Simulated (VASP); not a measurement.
Write the native input for VASP 6.6.1 that does the following.

```
Task                   : single point
Functional             : PBE
Potentials or basis    : VASP PAW PBE potentials, release 64 (Cu, O)
Cutoff                 : 600 eV
k mesh                 : 14 × 14 × 14
Occupations            : gaussian, width 0.1 eV
Spin                   : no spin polarisation
Dipole correction      : no
Further INCAR settings : ALGO = Normal; EDIFF = 1e-06; NBANDS = 30
```

The structure of Cu3O2 lies in POSCAR:

```
Cu3O2
1.0
   -2.0334859675      2.0334859675      3.6697445820
    2.0334859675     -2.0334859675      3.6697445820
    2.0334859675      2.0334859675     -3.6697445820
Cu O
3 2
Direct
    0.2500000000      0.7500000000      0.5000000000
    0.7500000000      0.2500000000      0.5000000000
    0.0000000000      0.0000000000      0.0000000000
    0.0000000000      0.5000000000      0.5000000000
    0.5000000000      0.0000000000      0.5000000000
```

One way to write it, as run:

INCAR

```
PREC = Accurate
ENCUT = 600
EDIFF = 1E-6
ISMEAR = 0
SIGMA = 0.1
LREAL = F
LASPH = T
NELM = 120
ALGO = Normal
ISIF = 2
LWAVE = F
LCHARG = F
GGA = PE
NBANDS = 30
GGA_COMPAT = F
```

KPOINTS

```
Automatic mesh
0
Gamma
  14 14 14
```

Potentials or basis: VASP PAW PBE potentials, release 64 (Cu, O).

Command:

```bash
$ cat potpaw_PBE.64/Cu/POTCAR potpaw_PBE.64/O/POTCAR > POTCAR
$ mpirun -np 1 vasp_std > vasp.out
```

It gave:

- Pressure: 0.7 GPa
- Band gap on the k mesh: zero (an odd number of electrons rules out a gap without spin polarisation)

Caveat: an odd number of electrons without spin polarisation forces a metal; a magnetic or distorted state may lie lower.

Wall time 15 min on 1 thread of Intel(R) Xeon(R) Platinum 8259CL CPU @ 2.50GHz (Skylake/Cascade Lake) (shared host), peak memory 0.57 GiB.
